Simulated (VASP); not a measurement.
**BN: single point with PBEsol**

The system is BN.

```
B N
1.0
     2.57493    0.00000    0.00000
    -1.28747    2.22996    0.00000
     0.00000    0.00000    6.63957
B N
2 2
Direct
  0.33333 0.66667 0.25000
  0.66667 0.33333 0.75000
  0.33333 0.66667 0.75000
  0.66667 0.33333 0.25000
```

This cell differs from its parent crystal: ratio of the length along z to the lengths across it x 0.92, volume and fractional coordinates fixed.

```yaml
Program: VASP 6.6.1
Task: single point
Functional: PBEsol
Potentials_or_basis: VASP PAW PBE potentials, release 64 (B, N)
Cutoff: 520 eV
k_mesh: 12 × 12 × 4
Occupations: gaussian, width 0.05 eV
Spin: no spin polarisation
```

```yaml
Pressure: -17.2 GPa
Band_gap_on_the_k_mesh: 4.01 eV, indirect (least direct gap 4.37 eV)
```

Stress tensor (GPa, compression positive):
```
-26.08   0.00   0.00
  0.00 -26.08   0.00
  0.00   0.00   0.61
```

Levels at points of the mesh, in eV from the valence-band top:
| k point | band 5 | band 6 | band 7 | band 8 | band 9 | band 10 | band 11 | band 12 |
| --- | --- | --- | --- | --- | --- | --- | --- | --- |
| (0.00, 0.00, 0.00) | -1.42 | -1.42 | -1.37 | -1.37 | 5.00 | 9.84 | 10.80 | 10.80 |
| (0.50, 0.00, 0.00) | -4.03 | -3.96 | -1.43 | -0.36 | 4.01 | 5.40 | 8.68 | 8.99 |
| (0.00, 0.00, 0.50) | -1.40 | -1.40 | -1.40 | -1.40 | 7.29 | 7.29 | 10.87 | 10.87 |
| (0.50, 0.00, 0.50) | -4.00 | -4.00 | -0.87 | -0.87 | 4.46 | 4.46 | 8.99 | 8.99 |

Run time: 19 s on 1 thread of Intel(R) Xeon(R) Platinum 8488C (Sapphire Rapids), on a shared host, peak memory 0.16 GiB.

Caveat: the PAW data sets were made with another functional, which shifts forces and pressure a little; this functional lacks dispersion, which binds the layers, so the pressure and a relaxed spacing across them are unreliable. A k mesh can miss the band edges.
